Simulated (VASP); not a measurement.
# SnTe (Fm-3m) in VASP: notebook, part 2 of 2

VASP 6.6.1.

**3. Single point, PBE**

This run uses another cell than the first one, of 32.90 Å³/atom, 1.059 times its volume.

File INCAR:

```
SYSTEM = SnTe
  ALGO = Normal
  EDIFF = 1E-7
  ENCUT = 520
  GGA = PE
  ISIF = 2
  ISMEAR = -1
  LASPH = .True.
  LCHARG = .True.
  LELF = .True.
  LREAL = .False.
  LVHAR = .True.
  LWAVE = .False.
  NBANDS = 17
  NELM = 100
  PREC = Accurate
  SIGMA = 0.1
```

File KPOINTS:

```
k-points
0
Gamma
  9 9 9
  0 0 0
```

File POSCAR:

```
SnTe
1.0
    0.0000000000      3.2042671724      3.2042671724
    3.2042671724      0.0000000000      3.2042671724
    3.2042671724      3.2042671724      0.0000000000
Sn Te
1 1
Direct
    0.0000000000      0.0000000000      0.0000000000
    0.5000000000      0.5000000000      0.5000000000
```

Potentials or basis: VASP PAW PBE potentials, release 64 (Sn_d, Te).

The run is started by

```
cat potpaw_PBE.64/Sn_d/POTCAR potpaw_PBE.64/Te/POTCAR > POTCAR
mpirun -np 1 vasp_std > vasp.out
```

OUTCAR:

```text
SYSTEM = SnTe
   EDIFF = 1E-7
   ENCUT = 520
   GGA = PE
   ISIF = 2
   ISMEAR = -1
   LASPH = .True.
   LREAL = .False.
   NELM = 100
   PREC = Accurate

 ion  position               nearest neighbor table
   1  0.000  0.000  0.000-   2 3.20   2 3.20   2 3.20   2 3.20   2 3.20   2 3.20
   2  0.500  0.500  0.500-   1 3.20   1 3.20   1 3.20   1 3.20   1 3.20   1 3.20

  LATTYP: Found a face centered cubic cell.
 ALAT       =     6.4085343448

  Lattice vectors:

 A1 = (   0.0000000000,   3.2042671724,   3.2042671724)
 A2 = (   3.2042671724,   0.0000000000,   3.2042671724)
 A3 = (   3.2042671724,   3.2042671724,   0.0000000000)

Analysis of symmetry for initial positions (statically):
=====================================================================
 Subroutine PRICEL returns:
 Original cell was already a primitive cell.

 Routine SETGRP: Setting up the symmetry group for a
 face centered cubic supercell.

 Subroutine GETGRP returns: Found 48 space group operations
 (whereof 48 operations were pure point group operations)
 out of a pool of 48 trial point group operations.

The static configuration has the point symmetry O_h .

Analysis of symmetry for dynamics (positions and initial velocities):
=====================================================================
 Subroutine PRICEL returns:
 Original cell was already a primitive cell.

 Routine SETGRP: Setting up the symmetry group for a
 face centered cubic supercell.

 Subroutine GETGRP returns: Found 48 space group operations
 (whereof 48 operations were pure point group operations)
 out of a pool of 48 trial point group operations.

The dynamic configuration has the point symmetry O_h .

 Subroutine INISYM returns: Found 48 space group operations
 (whereof 48 operations are pure point group operations),
 and found     1 'primitive' translations

----------------------------------------------------------------------------------------

                                     Primitive cell

  volume of cell :      65.7985

[... 102 lines left out ...]
   EFERMI =   0.00;   METHOD = LEGACY
   ISMEAR =    -1;   SIGMA  =   0.10  broadening in eV -4-tet -1-fermi 0-gaus
   EFERMI_NEDOS =   21; number of points for ismear=-14 and -15
   IALGO  =     38    algorithm
   IMIX   =      4    mixing-type and parameters
     AMIX     =   0.40;   BMIX     =  1.00
     AMIX_MAG =   1.60;   BMIX_MAG =  1.00
  volume/ion in A,a.u.               =      32.90       222.02
  Fermi-wavevector in a.u.,A,eV,Ry     =   1.100727  2.080072 16.484804  1.211599
  Thomas-Fermi vector in A             =   2.237142
   LORBIT       =      0    0 simple, 1 ext, 2 COOP (PROOUT), +10 PAW based schemes
   GGA     = PE    functional components
   LHFCALC =     F    Hartree Fock is set to
   AEXX    =    0.0000 exact exchange contribution
   IVDW    =     0    specifies the selected vdW correction
   LEPSILON=     F    determine dielectric tensor
   LRPA    =     F    only Hartree local field effects (RPA)
 non-spin polarized calculation
  energy-cutoff  :      520.00
  volume of cell :       65.80
 maximum number of plane-waves:      1807
 NGX is ok and might be reduce to    36
   NGX = 17   NGY = 17   NGZ = 17

 number of electron      20.0000005 magnetization

 Free energy of the ion-electron system (eV)
  ---------------------------------------------------
  ext. energy  EPLUGINS =         0.00000000
  ---------------------------------------------------
  free energy    TOTEN  =        -7.56734520 eV

  energy without entropy =       -7.56413160  energy(sigma->0) =       -7.56573840

 E-fermi :   6.3411     XC(G=0):  -9.2696

 val. band max:        6.1183416838   @ k =   0.4444   0.0000   0.0000
 cond. band min:       6.6336378006   @ k =   0.4444   0.0000   0.0000
 fundamental gap:      0.5152961168
 Fermi energy:         6.3410656001

 k-point     1 :       0.0000    0.0000    0.0000
  band No.  band energies     occupation
      1     -15.5478      2.00000
      2     -15.5478      2.00000
      3     -15.5447      2.00000
      4     -15.5447      2.00000
      5     -15.5447      2.00000
      6      -6.1008      2.00000
[... 457 lines left out ...]
      4     -15.5363      2.00000
      5     -15.5363      2.00000
      6      -4.7454      2.00000
[... 9 lines left out ...]
     16      16.2575      0.00000
     17      17.2850      0.00000

 [... further k-points ...]
[... 5 lines left out ...]
  --------------------------------------------------------------------------------------
  -------------------------------------------------------------------------------------
  Total       -0.0099352     -0.0099352     -0.0099352     -0.0000000     -0.0000000     -0.0000000
  in kB       -0.2419201     -0.2419201     -0.2419201     -0.0000000     -0.0000000     -0.0000000
  external PRESSURE =      -0.2419201 kB  Pullay stress =       0.0000000 kB

 VOLUME and BASIS-vectors are now :
 -----------------------------------------------------------------------------
  energy-cutoff  :      520.00
  volume of cell :       65.80
      direct lattice vectors                 reciprocal lattice vectors
     0.000000000  3.204267172  3.204267172    -0.156041919  0.156041919  0.156041919
     3.204267172  0.000000000  3.204267172     0.156041919 -0.156041919  0.156041919
     3.204267172  3.204267172  0.000000000     0.156041919  0.156041919 -0.156041919

 POSITION                                       TOTAL-FORCE (eV/Angst)
 -----------------------------------------------------------------------------------
      0.00000      0.00000      0.00000         0.000000      0.000000      0.000000
      3.20427      3.20427      3.20427        -0.000000     -0.000000     -0.000000
 -----------------------------------------------------------------------------------
    total drift:                               -0.000000      0.000000      0.000000

  FREE ENERGIE OF THE ION-ELECTRON SYSTEM (eV)
  ---------------------------------------------------
  free  energy   TOTEN  =        -7.5673452047 eV

  energy  without entropy=       -7.5641316017  energy(sigma->0) =       -7.56573840
```

OSZICAR:

```text
N       E                     dE             d eps       ncg     rms          rms(c)
DAV:   1     0.124958830037E+03    0.12496E+03   -0.95026E+03  1191   0.133E+03
DAV:   2     0.392584595161E+01   -0.12103E+03   -0.11776E+03  1280   0.319E+02
DAV:   3    -0.730234915974E+01   -0.11228E+02   -0.11129E+02  1495   0.879E+01
DAV:   4    -0.762112607803E+01   -0.31878E+00   -0.31857E+00  1430   0.155E+01
DAV:   5    -0.763292277236E+01   -0.11797E-01   -0.11796E-01  1718   0.285E+00    0.408E+00
DAV:   6    -0.756528848014E+01    0.67634E-01   -0.16199E-01  1541   0.253E+00    0.255E+00
DAV:   7    -0.756641078649E+01   -0.11223E-02   -0.54643E-02  1422   0.107E+00    0.874E-01
DAV:   8    -0.756726623579E+01   -0.85545E-03   -0.70385E-03  1474   0.670E-01    0.151E-01
DAV:   9    -0.756732841127E+01   -0.62175E-04   -0.76717E-04  1709   0.249E-01    0.428E-02
DAV:  10    -0.756733872265E+01   -0.10311E-04   -0.11542E-04  1477   0.820E-02    0.206E-02
DAV:  11    -0.756734604608E+01   -0.73234E-05   -0.39180E-05  1453   0.438E-02    0.239E-02
DAV:  12    -0.756734592530E+01    0.12078E-06   -0.22025E-06  1426   0.805E-03    0.140E-02
DAV:  13    -0.756734539453E+01    0.53077E-06   -0.25995E-07  1434   0.303E-03    0.718E-03
DAV:  14    -0.756734521272E+01    0.18181E-06   -0.60361E-07  1437   0.686E-03    0.617E-04
DAV:  15    -0.756734520469E+01    0.80277E-08   -0.52882E-08   686   0.112E-03
   1 F= -.75673452E+01 E0= -.75657384E+01  d E =-.321360E-02
```

Wall time 47 s (1 thread of Intel Xeon Platinum 8259CL at 2.50GHz (Skylake/Cascade Lake), shared host); peak memory 0.22 GiB.

Results:

```yaml
Free_energy: -7.5673 eV
Pressure: 0.0 GPa
```

Levels at points of the mesh, in eV from the Fermi level:
| k point | band 7 | band 8 | band 9 | band 10 | band 11 | band 12 | band 13 | band 14 |
| --- | --- | --- | --- | --- | --- | --- | --- | --- |
| (0.00, 0.00, 0.00) | -4.87 | -2.01 | -2.01 | -2.01 | 3.24 | 3.24 | 3.24 | 4.84 |

Caveat: this odd mesh misses L, where the gap lies, so gap, dielectric constants and Born charges aren't listed; spin-orbit coupling is left out, which moves the levels of the heavy elements.
